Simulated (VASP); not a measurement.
The system is BaTiO3.

```
Ba Ti O
1.0
     3.99980    0.00000    0.00000
     0.00000    3.99980    0.00000
     0.00000    0.00000    4.01800
Ba Ti O
1 1 3
Direct
  0.00000 0.00000 0.00000
  0.50000 0.50000 0.49000
  0.50000 0.50000 0.01900
  0.50000 0.00000 0.51700
  0.00000 0.50000 0.51700
```

Base run:

- Program: VASP 6.6.1
- Functional: PBE
- Potentials or basis: VASP PAW PBE potentials, release 64 (Ba_sv, Ti_sv, O)
- Cutoff: 520 eV
- k mesh: 6 × 6 × 6
- Occupations: methfessel-paxton, width 0.05 eV
- Spin: no spin polarisation

Its results: band gap on the k mesh 1.77 eV, indirect (least direct gap 2.06 eV); pressure 4.2 GPa; largest force 0.275 eV/Å.

Task: The run is repeated on the same cell with these changes: hubbard terms from none to Ti d U = 2.0 eV. What comes out?

Result: Band gap on the k mesh 2.00 eV, indirect (least direct gap 2.30 eV); pressure 5.8 GPa; largest force 0.174 eV/Å.

The U term pushes filled and empty states of the shell apart.

Caveats: spin-orbit coupling is left out, which moves the levels of the heavy elements.

A k mesh can miss the band edges.
